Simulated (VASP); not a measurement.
Write the native input for VASP 6.6.1 that does the following.

```yaml
Task: single point
Functional: PBE
Potentials_or_basis: VASP PAW PBE potentials, release 64 (Si, Mo_sv)
Cutoff: 520 eV
k_mesh: 12 × 12 × 6
Occupations: gaussian, width 0.1 eV
Spin: no spin polarisation
Dipole_correction: no
Further_INCAR_settings: ALGO = Normal; EDIFF = 1e-06; NBANDS = 31
```

The structure of Si2Mo lies in POSCAR:

```
Si2Mo
1.0
    3.3133527838      0.0000000000      0.0000000000
    0.0000000000      3.3133527838      0.0000000000
    0.0000000000      0.0000000000      7.7983249355
Si Mo
4 2
Direct
    0.0000000000      0.0000000000      0.3355718761
    0.5000000000      0.5000000000      0.1644281239
    0.5000000000      0.5000000000      0.8355718761
    0.0000000000      0.0000000000      0.6644281239
    0.0000000000      0.0000000000      0.0000000000
    0.5000000000      0.5000000000      0.5000000000
```

This cell differs from its parent crystal: biaxial strain in the a-b plane: +3.0 %, then relaxed in part.

One way to write it, as run:

INCAR

```
PREC = Accurate
ENCUT = 520
EDIFF = 1E-6
ISMEAR = 0
SIGMA = 0.1
LREAL = F
LASPH = T
NELM = 80
ALGO = Normal
ISIF = 2
LWAVE = F
LCHARG = F
GGA = PE
NBANDS = 31
```

KPOINTS

```
Automatic mesh
0
Gamma
  12 12 6
```

Potentials or basis: VASP PAW PBE potentials, release 64 (Si, Mo_sv).

Command:

```bash
$ cat potpaw_PBE.64/Si/POTCAR potpaw_PBE.64/Mo_sv/POTCAR > POTCAR
$ mpirun -np 1 vasp_std > vasp.out
```

It gave:

```
Pressure               : -8.1 GPa
Band gap on the k mesh : zero (band 22 reaches 11.59 eV, above the bottom of band 23 at 10.83 eV)
```

Caveat: the cell differs from its parent crystal (biaxial strain in the a-b plane: +3.0 %, then relaxed in part).

Wall time 3.5 min on 1 thread of Intel(R) Xeon(R) Platinum 8259CL CPU @ 2.50GHz (Skylake/Cascade Lake), on a shared host, peak memory 0.36 GiB.
